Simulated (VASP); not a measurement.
Wanted: the native input for a VASP 6.6.1 run.

```yaml
Task: single point
Functional: PBE
Potentials_or_basis: VASP PAW PBE potentials, release 64 (Zn, Ge_d, O)
Cutoff: 520 eV
k_mesh: 6 × 6 × 6
Occupations: gaussian, width 0.02 eV
Spin: no spin polarisation
Dipole_correction: no
Further_INCAR_settings: ALGO = Normal; EDIFF = 1e-06; NBANDS = 27
```

The structure of ZnGeO2 lies in POSCAR:

```
ZnGeO2
1.0
    2.4304844643      1.4032408597      2.6149827163
   -2.4304844643      1.4032408597      2.6149827163
    0.0000000000     -2.8064817194      2.6149827163
Zn Ge O
1 1 2
Direct
    0.0000000000      0.0000000000      0.0000000000
    0.5000000000      0.5000000000      0.5000000000
    0.7678391828      0.7678391828      0.7678391828
    0.2321608172      0.2321608172      0.2321608172
```

The cell was generated, and may not be a known phase.

The input as run:

INCAR

```
SYSTEM = ZnGeO2
PREC = Accurate ; ENCUT = 520
EDIFF = 1E-6 ; ISMEAR = 0
SIGMA = 0.02 ; LREAL = .FALSE.
LASPH = .TRUE. ; NELM = 60
ALGO = Normal ; ISIF = 2
LWAVE = .FALSE. ; LCHARG = .TRUE.
GGA = PE ; LELF = .TRUE.
LVHAR = .TRUE. ; NBANDS = 27
```

KPOINTS

```
Automatic mesh
0
G
  6 6 6
  0 0 0
```

Potentials or basis: VASP PAW PBE potentials, release 64 (Zn, Ge_d, O).

Launch:

```console
$ cat potpaw_PBE.64/Zn/POTCAR potpaw_PBE.64/Ge_d/POTCAR potpaw_PBE.64/O/POTCAR > POTCAR
$ mpirun -np 1 vasp_std > vasp.out
```

It gave:

```yaml
Pressure: 0.7 GPa
Largest_force: 0.148 eV/Å
Band_gap_on_the_k_mesh: 1.55 eV (least direct gap 2.06 eV)
```

It took 24 s on 1 thread of Intel(R) Xeon(R) 6975P-C (Granite Rapids) (shared host), peak memory 0.19 GiB.
